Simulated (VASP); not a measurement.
Runs of VASP 6.6.1 on CdW2. The structure is that of space group P6/mmm (No. 191), or close to it. The cells are those of the table. 

| task | cell | k mesh | cutoff (eV) | gap on the mesh (eV) | pressure (GPa) | relaxed volume (Å³/atom) |
| --- | --- | --- | --- | --- | --- | --- |
| single point | a = 4.396, b = 4.396, c = 3.092 Å, angles 90.0, 90.0, 120.0°, 3 atoms | 6 × 6 × 6 | 520 | none | 11.5 | - |
| relaxation of cell and atoms | relaxed from a = 4.396, b = 4.396, c = 3.092 Å, angles 90.0, 90.0, 120.0°, 3 atoms | 6 × 6 × 6 | 600 | none | 0.0 | 17.58 |
| single point | a = 4.709, b = 4.709, c = 2.739 Å, angles 90.0, 90.0, 120.0°, 3 atoms | 6 × 6 × 6 | 520 | none | (a) | - |
| relaxation of cell and atoms | relaxed from a = 4.709, b = 4.709, c = 2.739 Å, angles 90.0, 90.0, 120.0°, 3 atoms | 12 × 12 × 16 | 600 | none | 0.0 | (b) |
| single point | a = 4.699, b = 4.699, c = 2.755 Å, angles 90.0, 90.0, 120.0°, 3 atoms | 12 × 12 × 16 | 520 | none | 0.8 | - |

Alike in all rows: level PBE; potentials or basis VASP PAW PBE potentials, release 64 (Cd, W_sv); no spin polarisation; smearing gaussian 0.1 eV.

**Question.** Estimate the missing entries.

**Answer.** (a) 0.5; (b) 17.63.

Caveats: some runs use coarse meshes; spin-orbit coupling is left out, which moves the levels of the heavy elements; the stress differs along the axes, from -8 to 21 GPa (at least some runs).

A k mesh can miss the band edges, and the runs leave out spin-orbit coupling on Cd, W.

A gap of «none» marks levels without a gap at the run's occupations.
